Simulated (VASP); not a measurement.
A run of VASP 6.6.1 is set up as follows.

INCAR

```
ALGO     = Normal         # electronic algorithm
EDIFF    = 1E-7           # SCF threshold, eV
ENCUT    = 520            # plane-wave cutoff, eV
GGA      = PE             # functional
ISIF     = 2              # what is computed and relaxed
ISMEAR   = -1             # smearing method
ISPIN    = 2              # spin polarisation
LASPH    = True           # aspherical terms in the spheres
LCHARG   = False          # write CHGCAR
LMAXMIX  = 4              # l up to which the mixer works
LORBIT   = 11             # projections on sites
LREAL    = False          # projectors in reciprocal space
LWAVE    = False          # write WAVECAR
MAGMOM   = 1 1 1 1        # initial moments
NBANDS   = 30             # bands
NELM     = 150            # most SCF steps
PREC     = Accurate       # precision mode
SIGMA    = 0.05           # smearing width, eV
```

KPOINTS

```
k-points
0
Gamma
  17 17 5
```

POSCAR

```
Ir
1.0
    2.6238980710      0.0000000000      0.0000000000
   -1.3119490355      2.2723623864      0.0000000000
    0.0000000000      0.0000000000      8.5784790626
Ir
4
Direct
    0.0000000000      0.0000000000      1.0000000000
    0.0000000000      0.0000000000      0.5000000000
    0.3333333333      0.6666666667      0.2500000000
    0.6666666667      0.3333333333      0.7500000000
```

Potentials or basis: VASP PAW PBE potentials, release 64 (Ir).

Launch:

```console
$ cat potpaw_PBE.64/Ir/POTCAR > POTCAR
$ mpirun -np 1 vasp_std > vasp.out
```

Q: Predict the pressure.

A: 62.3 GPa.

Q: Predict the band gap on the k mesh.

A: Zero (filled and empty bands overlap).

Q: What does it give for the net moment?

A: 0.00 μB per cell.

Caveat: spin-orbit coupling is left out, which moves the levels of the heavy elements.
